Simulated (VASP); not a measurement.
## BN: single point with PBE

Crystal: BN.

```
CELL_PARAMETERS angstrom
-2.55458 0.00000 0.00000
-1.27729 -2.21233 0.00000
-1.27716 -0.73737 12.67354
ATOMIC_POSITIONS crystal
B 0.64586 0.64586 0.06242
B 0.53476 0.53476 0.39575
B 0.42366 0.42366 0.72909
B 0.03478 0.03478 0.89575
B 0.25698 0.25698 0.22909
B 0.14588 0.14588 0.56242
N 0.35418 0.35418 0.93755
N 0.57638 0.57638 0.27088
N 0.46528 0.46528 0.60421
N 0.07640 0.07640 0.77088
N 0.29860 0.29860 0.10421
N 0.18750 0.18750 0.43755
```

- Program: VASP 6.6.1
- Task: single point
- Functional: PBE
- Potentials or basis: VASP PAW PBE potentials, release 64 (B, N)
- Cutoff: 520 eV
- k mesh: 10 × 10 × 2
- Occupations: gaussian, width 0.05 eV
- Spin: no spin polarisation

```
Pressure               : 4.2 GPa
Largest force          : 4.147 eV/Å
Band gap on the k mesh : 2.13 eV, indirect (least direct gap 2.62 eV)
```

Forces in eV/Å, atoms in the order of the input:
```
B    0.001  0.000  1.803
B    0.000  0.000  0.223
B    0.000  0.000  0.227
B    0.000  0.000 -0.281
B    0.000  0.000  0.655
B    0.000  0.000  0.218
N   -0.002 -0.001 -4.147
N    0.000  0.000 -0.242
N    0.000  0.000 -0.230
N    0.000  0.000 -0.501
N    0.001  0.000  2.493
N    0.000  0.000 -0.218
```

Stress tensor (GPa, compression positive):
```
-6.35  0.00  0.01
 0.00 -6.35  0.00
 0.01  0.00 25.30
```

Levels at points of the mesh, in eV from the valence-band top:
| k point | band 20 | band 21 | band 22 | band 23 | band 24 | band 25 | band 26 | band 27 | band 28 | band 29 |
| --- | --- | --- | --- | --- | --- | --- | --- | --- | --- | --- |
| (0.00, 0.00, 0.00) | -0.71 | -0.71 | -0.26 | -0.26 | -0.02 | 6.05 | 7.39 | 7.39 | 8.23 | 8.26 |
| (0.50, 0.00, 0.00) | -4.03 | -3.74 | -2.95 | -2.50 | -0.95 | 2.47 | 5.26 | 6.21 | 6.38 | 6.61 |
| (0.50, 0.50, 0.00) | -3.91 | -3.56 | -3.28 | -2.40 | -1.03 | 2.52 | 5.29 | 6.26 | 6.39 | 6.60 |
| (0.00, 0.00, 0.50) | -0.86 | -0.86 | -0.59 | -0.22 | -0.22 | 6.10 | 7.37 | 7.37 | 8.19 | 8.43 |
| (0.50, 0.00, 0.50) | -3.91 | -3.56 | -3.28 | -2.40 | -1.03 | 2.52 | 5.29 | 6.26 | 6.39 | 6.60 |
| (0.50, 0.50, 0.50) | -4.03 | -3.74 | -2.95 | -2.50 | -0.95 | 2.46 | 5.26 | 6.21 | 6.38 | 6.61 |

It took 77 s on 1 thread of Intel(R) Xeon(R) 6975P-C (Granite Rapids), on a shared host, peak memory 0.25 GiB.

Caveat: forces of over 1 eV/Å act on the atoms, so gaps and moduli don't describe the material at rest. A k mesh can miss the band edges.
